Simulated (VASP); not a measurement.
# Zn (P6_3/mmc) in VASP: further runs

Zn is run at these levels: PBEsol; tasks: single point.

All numbers are computed with VASP 6.6.1; they aren't measurements. Logs are shortened: lines on timing, memory, paths and dates and some standing lists are left out, and cuts for length are marked.

**1. The cell of the first run**

Symmetry: P6_3/mmc, No. 194, hexagonal system. The conventional cell has a = 2.670 Å, b = 2.670 Å, c = 4.966 Å, α = 90.00°, β = 90.00°, γ = 120.00°. Within 3.5 Å of Zn (site symmetry -6m2) lie 12 Zn at 2.67 to 2.92 Å.

**2. Single point, PBEsol**

INCAR

```
SYSTEM = Zn
PREC = Accurate ; ENCUT = 500
EDIFF = 1E-6 ; ISMEAR = 0
SIGMA = 0.1 ; LREAL = .False.
LASPH = .True. ; NELM = 120
ALGO = Normal ; ISIF = 2
LWAVE = .False. ; LCHARG = .False.
GGA = PS ; NBANDS = 19
GGA_COMPAT = .False.
```

KPOINTS

```
regular mesh
0
Gamma
  18 18 8
  0 0 0
```

POSCAR

```
Zn
1.0
    2.6700000000      0.0000000000      0.0000000000
   -1.3350000000      2.3122878281      0.0000000000
    0.0000000000      0.0000000000      4.9660000000
Zn
2
Direct
    0.3333333333      0.6666666667      0.2500000000
    0.6666666667      0.3333333333      0.7500000000
```

Potentials or basis: VASP PAW PBE potentials, release 64 (Zn).

Launch:

```bash
cat potpaw_PBE.64/Zn/POTCAR > POTCAR
mpirun -np 1 vasp_std > vasp.out
```

OUTCAR:

```text
SYSTEM = Zn
   PREC = Accurate
   ENCUT = 500
   EDIFF = 1E-6
   ISMEAR = 0
   LREAL = .False.
   LASPH = .True.
   NELM = 120
   ISIF = 2
   GGA = PS

 ion  position               nearest neighbor table
   1  0.333  0.667  0.250-   2 2.92   2 2.92   2 2.92   2 2.92   2 2.92   2 2.92
   2  0.667  0.333  0.750-   1 2.92   1 2.92   1 2.92   1 2.92   1 2.92   1 2.92

  LATTYP: Found a hexagonal cell.
 ALAT       =     2.6700000000
 C/A-ratio  =     1.8599250936

  Lattice vectors:

 A1 = (   2.6700000000,   0.0000000000,   0.0000000000)
 A2 = (  -1.3350000000,   2.3122878281,   0.0000000000)
 A3 = (   0.0000000000,   0.0000000000,   4.9660000000)

Analysis of symmetry for initial positions (statically):
=====================================================================
 Subroutine PRICEL returns:
 Original cell was already a primitive cell.

 Routine SETGRP: Setting up the symmetry group for a
 hexagonal supercell.

 Subroutine GETGRP returns: Found 24 space group operations
 (whereof 12 operations were pure point group operations)
 out of a pool of 24 trial point group operations.

The static configuration has the point symmetry D_3d.
 The point group associated with its full space group is D_6h.

Analysis of symmetry for dynamics (positions and initial velocities):
=====================================================================
 Subroutine PRICEL returns:
 Original cell was already a primitive cell.

 Routine SETGRP: Setting up the symmetry group for a
 hexagonal supercell.

 Subroutine GETGRP returns: Found 24 space group operations
 (whereof 12 operations were pure point group operations)
 out of a pool of 24 trial point group operations.

The dynamic configuration has the point symmetry D_3d.
 The point group associated with its full space group is D_6h.

 Subroutine INISYM returns: Found 24 space group operations
 (whereof 12 operations are pure point group operations),
 and found     1 'primitive' translations

----------------------------------------------------------------------------------------

                                     Primitive cell

  volume of cell :      30.6591

  direct lattice vectors                    reciprocal lattice vectors
     2.670000000  0.000000000  0.000000000     0.374531835  0.216236056  0.000000000
    -1.335000000  2.312287828  0.000000000     0.000000000  0.432472112  0.000000000
     0.000000000  0.000000000  4.966000000     0.000000000  0.000000000  0.201369311

  length of vectors
     2.670000000  2.670000000  4.966000000     0.432472112  0.432472112  0.201369311

  position of ions in fractional coordinates (direct lattice)
     0.333333333  0.666666667  0.250000000
     0.666666667  0.333333333  0.750000000

  ion indices of the primitive-cell ions
   primitive index   ion index
                 1           1
                 2           2

----------------------------------------------------------------------------------------

 KPOINTS: regular mesh

Automatic generation of k-mesh.
 Grid dimensions read from file:
 generate k-points for:   18   18    8

 Generating k-lattice:

  Cartesian coordinates                     Fractional coordinates (reciprocal lattice)
     0.020807324  0.012013114  0.000000000     0.055555556  0.000000000  0.000000000
     0.000000000  0.024026228  0.000000000     0.000000000  0.055555556  0.000000000
     0.000000000  0.000000000  0.025171164     0.000000000  0.000000000  0.125000000

  Length of vectors
     0.024026228  0.024026228  0.025171164

  Shift w.r.t. Gamma in fractional coordinates (k-lattice)
     0.000000000  0.000000000  0.000000000

 Subroutine IBZKPT returns following result:
 ===========================================

 Found    185 irreducible k-points:

 Following reciprocal coordinates:
            Coordinates               Weight
  0.000000  0.000000  0.000000      1.000000
  0.055556  0.000000  0.000000      6.000000
  0.111111  0.000000  0.000000      6.000000
  0.166667  0.000000  0.000000      6.000000
  0.222222  0.000000  0.000000      6.000000
  0.277778  0.000000  0.000000      6.000000
[... 16 lines left out ...]
  0.333333  0.111111  0.000000     12.000000
  0.388889  0.111111  0.000000     12.000000
 [... further k-points ...]
   k-points           NKPTS =    185   k-points in BZ     NKDIM =    185   number of bands    NBANDS=     19
   number of dos      NEDOS =    301   number of ions     NIONS =      2
   total plane-waves  NPLWV =  14400
   dimension x,y,z NGX =    20 NGY =   20 NGZ =   36
   dimension x,y,z NGXF=    40 NGYF=   40 NGZF=   72
   ions per type =               2
   NGX,Y,Z   is equivalent  to a cutoff of  12.45, 12.45, 12.05 a.u.
   NGXF,Y,Z  is equivalent  to a cutoff of  24.91, 24.91, 24.10 a.u.
 SYSTEM =  Zn
   PREC   = accura    normal or accurate (medium, high low for compatibility)
   ISTART =      0    job   : 0-new  1-cont  2-samecut
   ICHARG =      2    charge: 1-file 2-atom 10-const
   ISPIN  =      1    spin polarized calculation?
   LNONCOLLINEAR =      F non collinear calculations
   LSORBIT =      F    spin-orbit coupling
   LASPH  =      T    aspherical Exc in radial PAW
   ENCUT  =  500.0 eV  36.75 Ry    6.06 a.u.   4.87  4.87  9.05*2*pi/ulx,y,z
   NELM   =    120;   NELMIN=  2; NELMDL= -5     # of ELM steps
   EDIFF  = 0.1E-05   stopping-criterion for ELM
   LREAL  =      F    real-space projection
   EDIFFG = 0.1E-04   stopping-criterion for IOM
   NSW    =      0    number of steps for IOM
   IBRION =     -1    ionic relax: 0-MD 1-quasi-New 2-CG
   NFREE  =      0    steps in history (QN), initial steepest desc. (CG)
   ISIF   =      2    stress and relaxation
   ISYM   =      2    0-nonsym 1-usesym 2-fastsym
   POTIM  = 0.5000    time-step for ionic-motion
   TEBEG  =    0.0;   TEEND  =   0.0 temperature during run
   PSTRESS=    0.0 pullay stress
   NELECT =      24.0000    total number of electrons
   NUPDOWN=      -1.0000    fix difference up-down
   EMIN   =  10.00;   EMAX   =-10.00  energy-range for DOS
   EFERMI =   0.00;   METHOD = LEGACY
   ISMEAR =     0;   SIGMA  =   0.10  broadening in eV -4-tet -1-fermi 0-gaus
   EFERMI_NEDOS =   21; number of points for ismear=-14 and -15
   IALGO  =     38    algorithm
   IMIX   =      4    mixing-type and parameters
     AMIX     =   0.40;   BMIX     =  1.00
[... 11 lines left out ...]
 non-spin polarized calculation
 Gauss-broadening in eV      SIGMA  =   0.10
  energy-cutoff  :      500.00
  volume of cell :       30.66
 maximum number of plane-waves:       796
 NGX is ok and might be reduce to    20
   NGX =  9   NGY =  9   NGZ = 19

 number of electron      23.9999970 magnetization

 Free energy of the ion-electron system (eV)
  ---------------------------------------------------
  ext. energy  EPLUGINS =         0.00000000
  ---------------------------------------------------
  free energy    TOTEN  =        -3.13235178 eV

  energy without entropy =       -3.12977326  energy(sigma->0) =       -3.13106252

 E-fermi :   3.0254     XC(G=0): -11.6590

 val. band max:        3.0105326425   @ k =   0.3333   0.2778   0.0000
 cond. band min:       3.0335422230   @ k =   0.3333   0.3333   0.0000
 fundamental gap:      0.0230095805
 Fermi energy:         3.0253731798

 k-point     1 :       0.0000    0.0000    0.0000
  band No.  band energies     occupation
      1      -7.4709      2.00000
      2      -5.6721      2.00000
      3      -4.9760      2.00000
      4      -4.7487      2.00000
      5      -4.7487      2.00000
      6      -4.6997      2.00000
[... 11 lines left out ...]
     18      21.8602      0.00000
     19      21.8603      0.00000

 k-point     2 :       0.0556    0.0000    0.0000
  band No.  band energies     occupation
      1      -7.3796      2.00000
      2      -5.6319      2.00000
      3      -4.9665      2.00000
      4      -4.7578      2.00000
      5      -4.7273      2.00000
      6      -4.7097      2.00000
[... 11 lines left out ...]
     18      21.0483      0.00000
     19      22.6883      0.00000

 k-point     3 :       0.1111    0.0000    0.0000
  band No.  band energies     occupation
      1      -7.1090      2.00000
      2      -5.5223      2.00000
      3      -4.9448      2.00000
      4      -4.7784      2.00000
      5      -4.7300      2.00000
      6      -4.6651      2.00000
[... 11 lines left out ...]
     18      20.3857      0.00000
     19      21.8637      0.00000

 k-point     4 :       0.1667    0.0000    0.0000
  band No.  band energies     occupation
      1      -6.6735      2.00000
      2      -5.3806      2.00000
      3      -4.9275      2.00000
      4      -4.8054      2.00000
      5      -4.7110      2.00000
      6      -4.6062      2.00000
[... 11 lines left out ...]
     18      19.1407      0.00000
     19      20.0888      0.00000

 k-point     5 :       0.2222    0.0000    0.0000
  band No.  band energies     occupation
      1      -6.1212      2.00000
      2      -5.2835      2.00000
      3      -4.8886      2.00000
      4      -4.8161      2.00000
      5      -4.7812      2.00000
      6      -4.5979      2.00000
[... 11 lines left out ...]
     18      18.5069      0.00000
     19      18.7431      0.00000

 k-point     6 :       0.2778    0.0000    0.0000
  band No.  band energies     occupation
      1      -5.6263      2.00000
      2      -5.2837      2.00000
      3      -4.9398      2.00000
      4      -4.8181      2.00000
      5      -4.7030      2.00000
      6      -4.5831      2.00000
[... 11 lines left out ...]
     18      18.0013      0.00000
     19      19.2363      0.00000

 k-point     7 :       0.3333    0.0000    0.0000
  band No.  band energies     occupation
      1      -5.4373      2.00000
      2      -5.3260      2.00000
      3      -5.0672      2.00000
      4      -4.7328      2.00000
      5      -4.6526      2.00000
      6      -4.5480      2.00000
[... 11 lines left out ...]
     18      17.6083      0.00000
     19      19.2576      0.00000

 k-point     8 :       0.3889    0.0000    0.0000
  band No.  band energies     occupation
      1      -5.4365      2.00000
      2      -5.3600      2.00000
      3      -5.1586      2.00000
      4      -4.7085      2.00000
      5      -4.6575      2.00000
      6      -4.5760      2.00000
[... 256 lines left out ...]
 k-point    20 :       0.1667    0.1111    0.0000
  band No.  band energies     occupation
      1      -5.8840      2.00000
      2      -5.1839      2.00000
      3      -4.9588      2.00000
      4      -4.8267      2.00000
      5      -4.8160      2.00000
      6      -4.7016      2.00000
[... 11 lines left out ...]
     18      17.9727      0.00000
     19      18.8004      0.00000

 k-point    21 :       0.2222    0.1111    0.0000
  band No.  band energies     occupation
      1      -5.4163      2.00000
      2      -5.1850      2.00000
      3      -4.9518      2.00000
      4      -4.8603      2.00000
      5      -4.7986      2.00000
      6      -4.6540      2.00000
[... 11 lines left out ...]
     18      17.1838      0.00000
     19      18.2804      0.00000

 k-point    22 :       0.2778    0.1111    0.0000
  band No.  band energies     occupation
      1      -5.2868      2.00000
      2      -5.2248      2.00000
      3      -5.0611      2.00000
      4      -4.7289      2.00000
      5      -4.6977      2.00000
      6      -4.6476      2.00000
[... 11 lines left out ...]
     18      16.5378      0.00000
     19      17.7901      0.00000

 k-point    23 :       0.3333    0.1111    0.0000
  band No.  band energies     occupation
      1      -5.3281      2.00000
      2      -5.2478      2.00000
      3      -5.1395      2.00000
      4      -4.7280      2.00000
      5      -4.6521      2.00000
      6      -4.5894      2.00000
[... 11 lines left out ...]
     18      16.0580      0.00000
     19      17.4066      0.00000

 k-point    24 :       0.3889    0.1111    0.0000
  band No.  band energies     occupation
      1      -5.3675      2.00000
      2      -5.2720      2.00000
      3      -5.1862      2.00000
      4      -4.7444      2.00000
      5      -4.6259      2.00000
      6      -4.6035      2.00000
[... 11 lines left out ...]
     18      15.7625      0.00000
     19      17.1702      0.00000

 [... further k-points ...]
[... 5 lines left out ...]
  --------------------------------------------------------------------------------------
  -------------------------------------------------------------------------------------
  Total       -1.1834736     -1.1834736     -0.7890588      0.0000000      0.0000000      0.0000000
  in kB      -61.8456683    -61.8456683    -41.2344359      0.0000000      0.0000000      0.0000000
  external PRESSURE =     -54.9752575 kB  Pullay stress =       0.0000000 kB

 VOLUME and BASIS-vectors are now :
 -----------------------------------------------------------------------------
  energy-cutoff  :      500.00
  volume of cell :       30.66
      direct lattice vectors                 reciprocal lattice vectors
     2.670000000  0.000000000  0.000000000     0.374531835  0.216236056  0.000000000
    -1.335000000  2.312287828  0.000000000     0.000000000  0.432472112  0.000000000
     0.000000000  0.000000000  4.966000000     0.000000000  0.000000000  0.201369311

 POSITION                                       TOTAL-FORCE (eV/Angst)
 -----------------------------------------------------------------------------------
     -0.00000      1.54153      1.24150        -0.000000      0.000000      0.000000
      1.33500      0.77076      3.72450         0.000000     -0.000000      0.000000
 -----------------------------------------------------------------------------------
    total drift:                               -0.000000      0.000000      0.000000

  FREE ENERGIE OF THE ION-ELECTRON SYSTEM (eV)
  ---------------------------------------------------
  free  energy   TOTEN  =        -3.1323517784 eV

  energy  without entropy=       -3.1297732550  energy(sigma->0) =       -3.13106252
```

It took 92 s on 1 thread of AMD EPYC 7R43 (Zen 3), shared host; peak memory 0.15 GiB.

What came out:

```yaml
Free_energy: -3.1324 eV
Pressure: -5.5 GPa
Band_gap_on_the_k_mesh: zero (bands 12 and 13 overlap by 4.68 eV)
```

Caveat: the cell stands under tension; the PAW data sets were made with another functional, which shifts forces and pressure a little.

**3. Single point, PBEsol (12.54 Å³/atom)**

This run uses another cell than the first one, of 12.54 Å³/atom.

INCAR

```
SYSTEM = Zn
  ALGO = Normal
  EDIFF = 1E-6
  ENCUT = 520
  GGA = PS
  ISIF = 2
  ISMEAR = 0
  LASPH = .True.
  LCHARG = .True.
  LELF = .True.
  LREAL = .False.
  LVHAR = .True.
  LWAVE = .False.
  NBANDS = 19
  NELM = 100
  PREC = Accurate
  SIGMA = 0.1
```

KPOINTS

```
k-points
0
Gamma
  18 18 8
  0 0 0
```

POSCAR

```
Zn
1.0
    2.5933350583      0.0000000000      0.0000000000
   -1.2966675292      2.2458940411      0.0000000000
    0.0000000000      0.0000000000      4.3054854440
Zn
2
Direct
    0.3333333333      0.6666666667      0.2500000000
    0.6666666667      0.3333333333      0.7500000000
```

Potentials or basis: VASP PAW PBE potentials, release 64 (Zn).

Launch:

```bash
cat potpaw_PBE.64/Zn/POTCAR > POTCAR
mpirun -np 1 vasp_std > vasp.out
```

Wall time 32 s (1 thread of Intel Xeon Platinum 8488C (Sapphire Rapids), shared host); peak memory 0.19 GiB.

Results (log left out):

```yaml
Free_energy: -3.0465 eV
Pressure: 13.5 GPa
Band_gap_on_the_k_mesh: zero (bands 12 and 13 overlap by 2.98 eV)
```

Stress tensor (GPa, compression positive):
```
13.56  0.00  0.00
 0.00 13.56  0.00
 0.00  0.00 13.36
```

Levels at points of the mesh, in eV from the Fermi level:
```csv
k point,band 10,band 11,band 12,band 13,band 14,band 15
"(0.00, 0.00, 0.00)",-7.62,-7.62,-4.22,-1.57,17.31,17.31
"(0.50, 0.00, 0.00)",-7.48,-4.13,-3.08,3.66,3.78,5.90
"(0.00, 0.00, 0.50)",-7.78,-7.78,-7.78,7.62,7.62,19.14
"(0.50, 0.00, 0.50)",-7.50,-2.95,-2.95,-0.04,-0.04,11.98
```

Caveat: the cell stands under pressure; the PAW data sets were made with another functional, which shifts forces and pressure a little.

**4. Single point, PBEsol (12.97 Å³/atom)**

This run uses another cell than the first one, of 12.97 Å³/atom.

INCAR

```
SYSTEM = Zn
ALGO = Fast
EDIFF = 1E-6
ENCUT = 520
GGA = PS
ISIF = 2
ISMEAR = 0
LASPH = .True.
LCHARG = .False.
LREAL = .False.
LWAVE = .False.
NBANDS = 19
NELM = 100
PREC = Accurate
SIGMA = 0.1
```

KPOINTS is that of step 3.

POSCAR

```
Zn
1.0
    2.6153559798      0.0000000000      0.0000000000
   -1.3076779899      2.2649647184      0.0000000000
    0.0000000000      0.0000000000      4.3776041605
Zn
2
Direct
    0.3333333333      0.6666666667      0.2500000000
    0.6666666667      0.3333333333      0.7500000000
```

Launch:

```bash
cat potpaw_PBE.64/Zn/POTCAR > POTCAR
mpirun -np 1 vasp_std > vasp.out
```

It took 40 s on 1 thread of Intel Xeon Platinum 8488C (Sapphire Rapids), shared host; peak memory 0.19 GiB.

Results (log left out):

* Free energy: -3.1048 eV
* Pressure: 9.1 GPa
* Band gap on the k mesh: zero (bands 12 and 13 overlap by 3.03 eV)

Stress tensor (GPa, compression positive):
```
9.18 0.00 0.00
0.00 9.18 0.00
0.00 0.00 9.03
```

Levels at points of the mesh, in eV from the Fermi level:
```tsv
k point	band 8	band 9	band 10	band 11	band 12	band 13	band 14	band 15	band 16	band 17
(0.00, 0.00, 0.00)	-7.90	-7.90	-7.46	-7.46	-4.01	-1.66	17.14	17.14	18.73	19.03
(0.50, 0.00, 0.00)	-7.40	-7.37	-7.31	-3.88	-2.93	3.67	3.69	5.68	6.26	9.40
(0.00, 0.00, 0.50)	-8.24	-7.61	-7.61	-7.61	-7.61	7.33	7.33	18.91	18.91	18.91
(0.50, 0.00, 0.50)	-7.48	-7.34	-7.34	-2.72	-2.72	0.00	0.00	11.89	11.89	12.82
```

Caveat: the cell stands under pressure; the PAW data sets were made with another functional, which shifts forces and pressure a little.

**5. Single point, PBEsol (13.39 Å³/atom)**

This run uses another cell than the first one, of 13.39 Å³/atom.

INCAR

```
SYSTEM = Zn
PREC = Accurate ; ENCUT = 520
EDIFF = 1E-6 ; ISMEAR = 0
SIGMA = 0.1 ; LREAL = .FALSE.
LASPH = .TRUE. ; NELM = 80
ALGO = Normal ; ISIF = 2
LWAVE = .FALSE. ; LCHARG = .FALSE.
GGA = PS ; NBANDS = 19
```

KPOINTS

```
Automatic mesh
0
G
  18 18 8
  0 0 0
```

POSCAR

```
Zn
1.0
    2.5734950793      0.0000000000      0.0000000000
   -1.2867475397      2.2287121152      0.0000000000
    0.0000000000      0.0000000000      4.6702258642
Zn
2
Direct
    0.3333333333      0.6666666667      0.2500000000
    0.6666666667      0.3333333333      0.7500000000
```

Launch:

```bash
cat potpaw_PBE.64/Zn/POTCAR > POTCAR
mpirun -np 1 vasp_std > vasp.out
```

Wall time 35 s (1 thread of Intel Xeon Platinum 8488C (Sapphire Rapids), shared host); peak memory 0.19 GiB.

It converged, with:

| Property | Result |
| --- | --- |
| Free energy | -3.1413 eV |
| Pressure | 6.2 GPa |
| Band gap on the k mesh | zero (bands 12 and 13 overlap by 4.22 eV) |

Stress tensor (GPa, compression positive):
```
6.27 0.00 0.00
0.00 6.27 0.00
0.00 0.00 6.10
```

Levels at points of the mesh, in eV from the Fermi level:
```tsv
k point	band 10	band 11	band 12	band 13	band 14	band 15
(0.00, 0.00, 0.00)	-7.37	-7.37	-4.31	-2.75	15.53	18.53
(0.50, 0.00, 0.00)	-7.15	-3.45	-2.46	3.00	3.56	4.93
(0.00, 0.00, 0.50)	-7.49	-7.49	-7.49	5.38	5.38	20.04
(0.50, 0.00, 0.50)	-7.16	-2.43	-2.43	0.23	0.23	11.22
```

Caveat: the cell stands under pressure; the PAW data sets were made with another functional, which shifts forces and pressure a little.

**6. Overview**

| cell | cutoff (eV) | gap on the mesh (eV) | pressure (GPa) |
| --- | --- | --- | --- |
| a = 2.670, b = 2.670, c = 4.966 Å, angles 90.0, 90.0, 120.0°, 2 atoms | 500 | none | -5.5 |
| a = 2.593, b = 2.593, c = 4.305 Å, angles 90.0, 90.0, 120.0°, 2 atoms | 520 | none | 13.5 |
| a = 2.615, b = 2.615, c = 4.378 Å, angles 90.0, 90.0, 120.0°, 2 atoms | 520 | none | 9.1 |
| a = 2.573, b = 2.573, c = 4.670 Å, angles 90.0, 90.0, 120.0°, 2 atoms | 520 | none | 6.2 |

Alike in all rows: task single point; level PBEsol; potentials or basis VASP PAW PBE potentials, release 64 (Zn); no spin polarisation; k mesh 18 × 18 × 8; smearing gaussian 0.1 eV.

Caveats: the PAW data sets were made with another functional, which shifts forces and pressure a little; the cell stands under pressure (at least some runs); the cell stands under tension (at least some runs).

Total energies depend on the potentials used, so only differences within one code and one set of settings carry meaning.
